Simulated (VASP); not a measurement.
# FeO (R-3m) in VASP: notebook

Runs on FeO. Level: PBE+U. Tasks: single point.

Program: VASP 6.6.1. These are calculated values, not measurements. Logs are shortened: lines on timing, memory, paths and dates and some standing lists are left out, and cuts for length are marked.

### 1 The cell of the first run

The structure is trigonal, space group R-3m (No. 166). The conventional cell has a = 3.035 Å, b = 3.035 Å, c = 7.547 Å, α = 90.00°, β = 90.00°, γ = 120.00°. Within 2.9 Å of Fe (site symmetry -3m) lie 6 O at 2.16 Å. O (site symmetry -3m) has 6 Fe at 2.16 Å within 2.9 Å.

### 2 Single point, PBE+U, collinear spin, antiferromagnetic start

Contents of INCAR:

```
SYSTEM = FeO
PREC = Accurate ; ENCUT = 520
EDIFF = 1E-6 ; ISMEAR = 0
SIGMA = 0.05 ; LREAL = .False.
LASPH = .True. ; NELM = 150
ALGO = Normal ; ISIF = 2
LWAVE = .False. ; LCHARG = .True.
ISPIN = 2 ; MAGMOM = 3.78 -3.78 -0.06 0.06
LORBIT = 11 ; LMAXMIX = 4
LDAU = .True. ; LDAUTYPE = 2
LDAUL = 2 -1 ; LDAUU = 3 0
LDAUJ = 0 0 ; LDAUPRINT = 1
GGA = PE ; LELF = .True.
LVHAR = .True. ; NBANDS = 26
```

Contents of KPOINTS:

```
Automatic mesh
0
Gamma
  8 8 8
  0 0 0
```

Contents of POSCAR:

```
FeO
1.0
    1.5176821100      0.8762341800      2.5157945800
   -1.5176821100     -0.8762341700      5.0315891600
    0.0000000000     -3.5049367000      5.0315891600
Fe O
2 2
Direct
    0.0000000000      0.0000000000      0.0000000000
    0.0000000000      0.0000000000      0.5000000000
    0.5000000000      0.5000000000      0.0000000000
    0.5000000000      0.5000000000      0.5000000000
```

Potentials or basis: VASP PAW PBE potentials, release 64 (Fe, O).

Launch:

```bash
cat potpaw_PBE.64/Fe/POTCAR potpaw_PBE.64/O/POTCAR > POTCAR
mpirun -np 1 vasp_std > vasp.out
```

OUTCAR:

```text
SYSTEM = FeO
   PREC = Accurate
   ENCUT = 520
   EDIFF = 1E-6
   ISMEAR = 0
   LREAL = .False.
   LASPH = .True.
   NELM = 150
   ISIF = 2
   ISPIN = 2
   LORBIT = 11
   GGA = PE

 ion  position               nearest neighbor table
   1  0.000  0.000  0.000-   3 2.16   4 2.16   3 2.16   4 2.16   4 2.16   4 2.16   2 3.04   2 3.04
                             2 3.04   2 3.04   2 3.07   2 3.07   2 3.07   2 3.07
   2  0.000  0.000  0.500-   3 2.16   4 2.16   4 2.16   3 2.16   3 2.16   3 2.16   1 3.04   1 3.04
                             1 3.04   1 3.04   1 3.07   1 3.07   1 3.07   1 3.07
   3  0.500  0.500  0.000-   1 2.16   2 2.16   1 2.16   2 2.16   2 2.16   2 2.16
   4  0.500  0.500  0.500-   1 2.16   2 2.16   2 2.16   1 2.16   1 2.16   1 2.16

  LATTYP: Found a simple monoclinic cell.
 ALAT       =     3.0660019070
 B/A-ratio  =     0.9900072854
 C/A-ratio  =     1.4071653851
 COS(beta)  =    -0.0141316552

  Lattice vectors:

 A1 = (  -1.5176821100,  -0.8762341800,  -2.5157945800)
 A2 = (   1.5176821100,  -2.6287025300,   0.0000000000)
 A3 = (  -3.0353642200,  -1.7524683500,   2.5157945800)

Analysis of symmetry for initial positions (statically):
=====================================================================
 Subroutine PRICEL returns following result:

  LATTYP: Found a trigonal (rhomboedric) cell.
 ALAT       =     3.0660019058
 COS(alpha) =     0.5099427872
[... 12 lines left out ...]
 Subroutine GETGRP returns: Found  4 space group operations
 (whereof  4 operations were pure point group operations)
 out of a pool of  4 trial point group operations.

The static configuration has the point symmetry C_2h.

Analysis of symmetry for dynamics (positions and initial velocities):
=====================================================================
 Subroutine PRICEL returns following result:

  LATTYP: Found a trigonal (rhomboedric) cell.
 ALAT       =     3.0660019058
 COS(alpha) =     0.5099427872
[... 12 lines left out ...]
 Subroutine GETGRP returns: Found  4 space group operations
 (whereof  4 operations were pure point group operations)
 out of a pool of  4 trial point group operations.

The dynamic configuration has the point symmetry C_2h.

Analysis of structural, dynamic, and magnetic symmetry:
=====================================================================
 Subroutine PRICEL returns following result:

  LATTYP: Found a trigonal (rhomboedric) cell.
 ALAT       =     3.0660019058
 COS(alpha) =     0.5099427872
[... 12 lines left out ...]
 Subroutine GETGRP returns: Found  4 space group operations
 (whereof  4 operations were pure point group operations)
 out of a pool of  4 trial point group operations.

The overall configuration has the point symmetry C_2h.

 Subroutine INISYM returns: Found  4 space group operations
 (whereof  4 operations are pure point group operations),
 and found     2 'primitive' translations

----------------------------------------------------------------------------------------

                                     Primitive cell

  volume of cell :      20.0737

  direct lattice vectors                    reciprocal lattice vectors
    -0.000000000  1.752468350 -2.515794580    -0.000000000  0.380415809 -0.132496245
     1.517682110 -0.876234180 -2.515794580     0.329449755 -0.190207905 -0.132496244
    -1.517682110 -0.876234180 -2.515794580    -0.329449755 -0.190207905 -0.132496244

  length of vectors
     3.066001906  3.066001907  3.066001907     0.402829297  0.402829298  0.402829298

  position of ions in fractional coordinates (direct lattice)
     0.000000000  0.000000000  0.000000000
     0.500000000  0.500000000  0.500000000

  ion indices of the primitive-cell ions
   primitive index   ion index
                 1           1
                 2           3

----------------------------------------------------------------------------------------

 KPOINTS: Automatic mesh

Automatic generation of k-mesh.
 Grid dimensions read from file:
 generate k-points for:    8    8    8

 Generating k-lattice:

  Cartesian coordinates                     Fractional coordinates (reciprocal lattice)
     0.041181219  0.023775988  0.016562031     0.125000000 -0.000000000 -0.000000000
    -0.041181219  0.023775988  0.016562031    -0.000000000  0.125000000 -0.000000000
[... 81 lines left out ...]
  Thomas-Fermi vector in A             =   2.569260
   LORBIT       =     11    0 simple, 1 ext, 2 COOP (PROOUT), +10 PAW based schemes
 LDA+U is selected, type is set to LDAUTYPE =  2
   angular momentum for each species LDAUL =     2   -1
   U (eV)           for each species LDAUU =   3.0  0.0
   J (eV)           for each species LDAUJ =   0.0  0.0
   GGA     = PE    functional components
   LHFCALC =     F    Hartree Fock is set to
   AEXX    =    0.0000 exact exchange contribution
   IVDW    =     0    specifies the selected vdW correction
   LEPSILON=     F    determine dielectric tensor
   LRPA    =     F    only Hartree local field effects (RPA)
 spin polarized calculation
 Gauss-broadening in eV      SIGMA  =   0.05
  energy-cutoff  :      520.00
  volume of cell :       40.15
 maximum number of plane-waves:      1104
   NGX = 11   NGY = 19   NGZ = 23

 number of electron      28.0000002 magnetization       0.0000000

atom =   1  type =  1  l = 2

 onsite density matrix

spin component  1

  0.9764  0.0010 -0.0004 -0.0215  0.0027
  0.0010  0.9902 -0.0002  0.0017 -0.0226
 -0.0004 -0.0002  0.9636 -0.0004 -0.0002
 -0.0215  0.0017 -0.0004  0.9921  0.0010
  0.0027 -0.0226 -0.0002  0.0010  0.9733

spin component  2

  0.2353 -0.0085  0.1308  0.1347 -0.0526
 -0.0085  0.2323  0.0888  0.0320  0.1446
  0.1308  0.0888  0.1963  0.1539  0.0755
  0.1347  0.0320  0.1539  0.2692 -0.0085
 -0.0526  0.1446  0.0755 -0.0085  0.2961

 occupancies and eigenvectors

  o =  0.0362  v =  0.0000  0.0000  0.0000  0.0000  0.0000 -0.4117 -0.1653  0.8153 -0.2863 -0.2377      0.0000  0.0000  0.0000  0.0000  0.0000  0.0000  0.0000  0.0000  0.0000  0.0000
  o =  0.1104  v =  0.0000  0.0000  0.0000  0.0000  0.0000 -0.2845 -0.7122 -0.0000  0.4112  0.4927      0.0000  0.0000  0.0000  0.0000  0.0000  0.0000  0.0000  0.0000  0.0000  0.0000
  o =  0.1125  v =  0.0000  0.0000  0.0000  0.0000  0.0000  0.6231 -0.3397  0.1441 -0.5884  0.3597      0.0000  0.0000  0.0000  0.0000  0.0000  0.0000  0.0000  0.0000  0.0000  0.0000
  o =  0.4299  v =  0.0000  0.0000  0.0000  0.0000  0.0000  0.4112 -0.4927  0.0000  0.2845 -0.7122      0.0000  0.0000  0.0000  0.0000  0.0000  0.0000  0.0000  0.0000  0.0000  0.0000
  o =  0.5401  v =  0.0000  0.0000  0.0000  0.0000  0.0000 -0.4385 -0.3275 -0.5608 -0.5673 -0.2532      0.0000  0.0000  0.0000  0.0000  0.0000  0.0000  0.0000  0.0000  0.0000  0.0000
  o =  0.9557  v = -0.4112  0.4927 -0.0000 -0.2844  0.7122  0.0000  0.0000  0.0000  0.0000  0.0000      0.0000  0.0000  0.0000  0.0000  0.0000  0.0000  0.0000  0.0000  0.0000  0.0000
  o =  0.9627  v =  0.5663  0.2304  0.6000  0.3991  0.3270  0.0000  0.0000  0.0000  0.0000  0.0000      0.0000  0.0000  0.0000  0.0000  0.0000  0.0000  0.0000  0.0000  0.0000  0.0000
  o =  0.9640  v = -0.4261 -0.1717  0.8000 -0.2973 -0.2460  0.0000  0.0000  0.0000  0.0000  0.0000      0.0000  0.0000  0.0000  0.0000  0.0000  0.0000  0.0000  0.0000  0.0000  0.0000
  o =  1.0053  v =  0.2844  0.7122 -0.0000 -0.4112 -0.4927  0.0000  0.0000  0.0000  0.0000  0.0000      0.0000  0.0000  0.0000  0.0000  0.0000  0.0000  0.0000  0.0000  0.0000  0.0000
  o =  1.0078  v = -0.4977  0.4092 -0.0022  0.7087 -0.2873  0.0000  0.0000  0.0000  0.0000  0.0000      0.0000  0.0000  0.0000  0.0000  0.0000  0.0000  0.0000  0.0000  0.0000  0.0000

atom =   2  type =  1  l = 2

 onsite density matrix

spin component  1

  0.2353 -0.0085  0.1308  0.1347 -0.0526
 -0.0085  0.2323  0.0888  0.0320  0.1446
  0.1308  0.0888  0.1963  0.1539  0.0755
  0.1347  0.0320  0.1539  0.2692 -0.0085
 -0.0526  0.1446  0.0755 -0.0085  0.2961

spin component  2

  0.9764  0.0010 -0.0004 -0.0215  0.0027
  0.0010  0.9902 -0.0002  0.0017 -0.0226
 -0.0004 -0.0002  0.9636 -0.0004 -0.0002
 -0.0215  0.0017 -0.0004  0.9921  0.0010
  0.0027 -0.0226 -0.0002  0.0010  0.9733

 occupancies and eigenvectors

  o =  0.0362  v = -0.4117 -0.1653  0.8153 -0.2863 -0.2377  0.0000  0.0000  0.0000  0.0000  0.0000      0.0000  0.0000  0.0000  0.0000  0.0000  0.0000  0.0000  0.0000  0.0000  0.0000
  o =  0.1104  v = -0.2845 -0.7122 -0.0000  0.4112  0.4927  0.0000  0.0000  0.0000  0.0000  0.0000      0.0000  0.0000  0.0000  0.0000  0.0000  0.0000  0.0000  0.0000  0.0000  0.0000
  o =  0.1125  v =  0.6231 -0.3397  0.1441 -0.5884  0.3597  0.0000  0.0000  0.0000  0.0000  0.0000      0.0000  0.0000  0.0000  0.0000  0.0000  0.0000  0.0000  0.0000  0.0000  0.0000
  o =  0.4299  v =  0.4112 -0.4927  0.0000  0.2845 -0.7122  0.0000  0.0000  0.0000  0.0000  0.0000      0.0000  0.0000  0.0000  0.0000  0.0000  0.0000  0.0000  0.0000  0.0000  0.0000
  o =  0.5401  v = -0.4385 -0.3275 -0.5608 -0.5673 -0.2532  0.0000  0.0000  0.0000  0.0000  0.0000      0.0000  0.0000  0.0000  0.0000  0.0000  0.0000  0.0000  0.0000  0.0000  0.0000
  o =  0.9557  v =  0.0000  0.0000  0.0000  0.0000  0.0000 -0.4112  0.4927 -0.0000 -0.2844  0.7122      0.0000  0.0000  0.0000  0.0000  0.0000  0.0000  0.0000  0.0000  0.0000  0.0000
  o =  0.9627  v =  0.0000  0.0000  0.0000  0.0000  0.0000  0.5663  0.2304  0.6000  0.3991  0.3270      0.0000  0.0000  0.0000  0.0000  0.0000  0.0000  0.0000  0.0000  0.0000  0.0000
  o =  0.9640  v =  0.0000  0.0000  0.0000  0.0000  0.0000 -0.4261 -0.1717  0.8000 -0.2973 -0.2460      0.0000  0.0000  0.0000  0.0000  0.0000  0.0000  0.0000  0.0000  0.0000  0.0000
  o =  1.0053  v =  0.0000  0.0000  0.0000  0.0000  0.0000  0.2844  0.7122 -0.0000 -0.4112 -0.4927      0.0000  0.0000  0.0000  0.0000  0.0000  0.0000  0.0000  0.0000  0.0000  0.0000
  o =  1.0078  v =  0.0000  0.0000  0.0000  0.0000  0.0000 -0.4977  0.4092 -0.0022  0.7087 -0.2873      0.0000  0.0000  0.0000  0.0000  0.0000  0.0000  0.0000  0.0000  0.0000  0.0000

 number of electron      28.0000002 magnetization      -0.0000000

 Free energy of the ion-electron system (eV)
  ---------------------------------------------------
  ext. energy  EPLUGINS =         0.00000000
  ---------------------------------------------------
  free energy    TOTEN  =       -26.62416339 eV

  energy without entropy =      -26.61578163  energy(sigma->0) =      -26.61997251

 E-fermi :   6.3689     XC(G=0): -12.1037

 val. band max:        6.3685624265   @ k =   0.0000   0.1250   0.0000
 cond. band min:       6.3709891893   @ k =   0.1250   0.0000   0.3750
 fundamental gap:      0.0024267628
 Fermi energy:         6.3689329314

 spin component 1

 k-point     1 :       0.0000    0.0000    0.0000
  band No.  band energies     occupation
      1     -14.1617      1.00000
      2     -13.0118      1.00000
      3      -0.8775      1.00000
      4       0.8599      1.00000
      5       1.0310      1.00000
      6       1.3341      1.00000
[... 1385 lines left out ...]
     25      19.6458      0.00000
     26      20.8211      0.00000

 [... further k-points ...]
[... 5 lines left out ...]
  --------------------------------------------------------------------------------------
  -------------------------------------------------------------------------------------
  Total        1.1179304      0.8224207      1.0858532      0.2559190      0.2057541      0.3553858
  in kB       44.6136684     32.8206494     43.3335486     10.2130543      8.2111078     14.1825126
  external PRESSURE =      40.2559555 kB  Pullay stress =       0.0000000 kB

 VOLUME and BASIS-vectors are now :
 -----------------------------------------------------------------------------
  energy-cutoff  :      520.00
  volume of cell :       40.15
      direct lattice vectors                 reciprocal lattice vectors
     1.517682110  0.876234180  2.515794580     0.329449755  0.190207905  0.132496244
    -1.517682110 -0.876234170  5.031589160    -0.329449755  0.190207905  0.132496244
     0.000000000 -3.504936700  5.031589160     0.164724878 -0.285311857  0.000000000

 POSITION                                       TOTAL-FORCE (eV/Angst)
 -----------------------------------------------------------------------------------
      0.00000      0.00000      0.00000        -0.000000      0.000000      0.000000
      0.00000     -1.75247      2.51579         0.000000     -0.000000      0.000000
      0.00000      0.00000      3.77369        -0.000000      0.000000     -0.000000
      0.00000     -1.75247      6.28949         0.000000     -0.000000     -0.000000
 -----------------------------------------------------------------------------------
    total drift:                               -0.000000     -0.000000     -0.000000

  FREE ENERGIE OF THE ION-ELECTRON SYSTEM (eV)
  ---------------------------------------------------
  free  energy   TOTEN  =       -26.6241633900 eV

  energy  without entropy=      -26.6157816313  energy(sigma->0) =      -26.61997251

 total charge

# of ion       s       p       d       tot
------------------------------------------
    1        0.290   0.362   6.102   6.755
    2        0.290   0.362   6.102   6.755
    3        1.554   3.456   0.000   5.011
    4        1.554   3.456   0.000   5.011
--------------------------------------------------
tot          3.689   7.637  12.205  23.531

 magnetization (x)

# of ion       s       p       d       tot
------------------------------------------
    1        0.026   0.029   3.662   3.717
    2       -0.026  -0.029  -3.662  -3.717
    3       -0.008  -0.051   0.000  -0.059
    4        0.008   0.051   0.000   0.059
--------------------------------------------------
tot          0.000   0.000   0.000   0.000
```

It took 9.9 min on 1 thread of Intel Xeon Platinum 8488C (Sapphire Rapids), shared host; peak memory 0.42 GiB.

What came out:

- Free energy: -26.6242 eV
- Pressure: 4.0 GPa
- Band gap on the k mesh: zero (filled and empty bands overlap)
- Net moment: 0.00 μB per cell
- Site moments: Fe +3.72, -3.72; O -0.06, +0.06 μB
- Valence electrons inside the program's atomic spheres: Fe 6.75; O 5.01

Stress tensor (GPa, compression positive):
```
4.46 1.02 1.42
1.02 3.28 0.82
1.42 0.82 4.33
```

Eigenvalues of the final occupation matrices:
| site | spin | trace | eigenvalues |
| --- | --- | --- | --- |
| site 1 d | 1 | 4.90 | 0.96 0.96 0.96 1.01 1.01 |
| site 1 d | 2 | 1.23 | 0.04 0.11 0.11 0.43 0.54 |
| site 2 d | 1 | 1.23 | 0.04 0.11 0.11 0.43 0.54 |
| site 2 d | 2 | 4.90 | 0.96 0.96 0.96 1.01 1.01 |

Caveat: the cell stands under pressure. The state reached can hang on the start; a lower one may exist.

### 3 Single point, PBE+U, collinear spin, antiferromagnetic start

Contents of INCAR:

```
SYSTEM = FeO
ALGO = Normal
EDIFF = 1E-6
ENCUT = 520
GGA = PE
ISIF = 2
ISMEAR = 0
ISPIN = 2
LASPH = .True.
LCHARG = .False.
LDAU = .True.
LDAUJ = 0 0
LDAUL = 2 -1
LDAUPRINT = 1
LDAUTYPE = 2
LDAUU = 3 0
LMAXMIX = 4
LORBIT = 11
LREAL = .False.
LWAVE = .False.
MAGMOM = 3.78 -3.78 -0.07 0.07
NBANDS = 26
NELM = 150
PREC = Accurate
SIGMA = 0.05
```

Contents of KPOINTS:

```
k-points
0
Gamma
  8 8 8
  0 0 0
```

POSCAR is that of step 2.

Potentials or basis: VASP PAW PBE potentials, release 64 (Fe, O).

Launch:

```bash
cat potpaw_PBE.64/Fe/POTCAR potpaw_PBE.64/O/POTCAR > POTCAR
mpirun -np 1 vasp_std > vasp.out
```

It took 11 min on 1 thread of Intel Xeon Platinum 8488C (Sapphire Rapids), shared host; peak memory 0.42 GiB.

The run converged. Its results:

```
Free energy                                           : -26.6242 eV
Pressure                                              : 4.0 GPa
Band gap on the k mesh                                : zero (filled and empty bands overlap)
Net moment                                            : 0.00 μB per cell
Site moments                                          : Fe +3.72, -3.72; O -0.06, +0.06 μB
Valence electrons inside the program's atomic spheres : Fe 6.75; O 5.01
```

Stress tensor (GPa, compression positive):
```
4.46 1.02 1.42
1.02 3.28 0.82
1.42 0.82 4.34
```

Levels at points of the mesh, in eV from the Fermi level:
Spin up:
```csv
k point,band 12,band 13,band 14,band 15,band 16,band 17
"(0.00, 0.00, 0.00)",-3.56,-3.53,-1.70,-0.04,0.31,1.46
"(0.50, 0.00, 0.00)",-1.38,-1.17,-0.02,0.45,1.89,3.36
"(0.00, 0.50, 0.00)",-1.23,-1.17,0.29,0.41,1.91,3.30
"(0.50, 0.50, 0.00)",-4.42,-3.97,-0.66,0.22,0.82,1.81
"(0.00, 0.00, 0.50)",-3.30,-1.13,0.11,0.20,1.53,1.73
"(0.50, 0.00, 0.50)",-3.96,-2.79,-0.20,0.31,1.23,2.23
"(0.00, 0.50, 0.50)",-3.35,-3.23,-1.76,0.29,1.51,1.68
"(0.50, 0.50, 0.50)",-3.49,-1.15,-0.12,-0.05,1.50,1.89
```
Spin down:
| k point | band 12 | band 13 | band 14 | band 15 | band 16 | band 17 |
| --- | --- | --- | --- | --- | --- | --- |
| (0.00, 0.00, 0.00) | -3.56 | -3.53 | -1.70 | -0.04 | 0.31 | 1.46 |
| (0.50, 0.00, 0.00) | -1.38 | -1.17 | -0.02 | 0.45 | 1.89 | 3.36 |
| (0.00, 0.50, 0.00) | -1.23 | -1.17 | 0.29 | 0.41 | 1.91 | 3.30 |
| (0.50, 0.50, 0.00) | -4.42 | -3.97 | -0.66 | 0.22 | 0.82 | 1.81 |
| (0.00, 0.00, 0.50) | -3.30 | -1.13 | 0.11 | 0.20 | 1.53 | 1.73 |
| (0.50, 0.00, 0.50) | -3.96 | -2.79 | -0.20 | 0.31 | 1.23 | 2.23 |
| (0.00, 0.50, 0.50) | -3.35 | -3.23 | -1.76 | 0.29 | 1.51 | 1.68 |
| (0.50, 0.50, 0.50) | -3.49 | -1.15 | -0.12 | -0.05 | 1.50 | 1.89 |

Eigenvalues of the final occupation matrices:
```csv
site,spin,trace,eigenvalues
site 1 d,1,4.90,0.96 0.96 0.96 1.01 1.01
site 1 d,2,1.23,0.04 0.11 0.11 0.43 0.54
site 2 d,1,1.23,0.04 0.11 0.11 0.43 0.54
site 2 d,2,4.90,0.96 0.96 0.96 1.01 1.01
```

Caveat: the cell stands under pressure. The state reached can hang on the start; a lower one may exist.
